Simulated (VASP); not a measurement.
Here is a VASP 6.6.1 calculation.

Contents of POSCAR:

```
SiO2
1.0
    4.9860000000      0.0000000000      0.0000000000
    0.0000000000      4.9860000000      0.0000000000
    0.0000000000      0.0000000000      6.9770000000
Si O
4 8
Direct
    0.3031541455      0.3031541455      0.0000000000
    0.1968458545      0.8031541455      0.2500000000
    0.6968458545      0.6968458545      0.5000000000
    0.8031541455      0.1968458545      0.7500000000
    0.2376437288      0.1126727352      0.1830633601
    0.3873272648      0.7376437288      0.4330633601
    0.7623562712      0.8873272648      0.6830633601
    0.6126727352      0.2623562712      0.9330633601
    0.7376437288      0.3873272648      0.5669366399
    0.8873272648      0.7623562712      0.3169366399
    0.2623562712      0.6126727352      0.0669366399
    0.1126727352      0.2376437288      0.8169366399
```

The input INCAR.step1:

```
PREC = Accurate
ENCUT = 520
ISMEAR = -1
SIGMA = 0.02
LREAL = F
LASPH = T
NELM = 60
NBANDS = 44
GGA = PE
ALGO = Normal
EDIFF = 1E-4
LWAVE = T
LCHARG = F
```

The input INCAR.step2:

```
PREC = Accurate
ENCUT = 520
EDIFF = 1E-8
ISMEAR = -1
SIGMA = 0.02
LREAL = F
LASPH = T
NELM = 60
ALGO = Normal
ISIF = 2
LWAVE = F
LCHARG = F
METAGGA = R2SCAN
LMIXTAU = T
LEFG = T
NBANDS = 44
ISTART = 1
```

Contents of KPOINTS:

```
regular mesh
0
Gamma
  5 5 4
```

Potentials or basis: VASP PAW PBE potentials, release 64 (Si, O).

Launch:

```bash
$ cat potpaw_PBE.64/Si/POTCAR potpaw_PBE.64/O/POTCAR > POTCAR
$ cp INCAR.step1 INCAR
$ mpirun -np 1 vasp_std > vasp.out
$ cp INCAR.step2 INCAR
$ mpirun -np 1 vasp_std > vasp.out
```

(1) Estimate the band gap on the k mesh.

(2) Predict the largest force.

## Answers

(1) 6.25 eV, direct.

(2) 0.280 eV/Å.

Caveat: without QUAD_EFG the Cq values of the log hold for a quadrupole moment of 1 mb, not for the nuclei; the PAW data sets were made with another functional, which shifts forces and pressure a little.
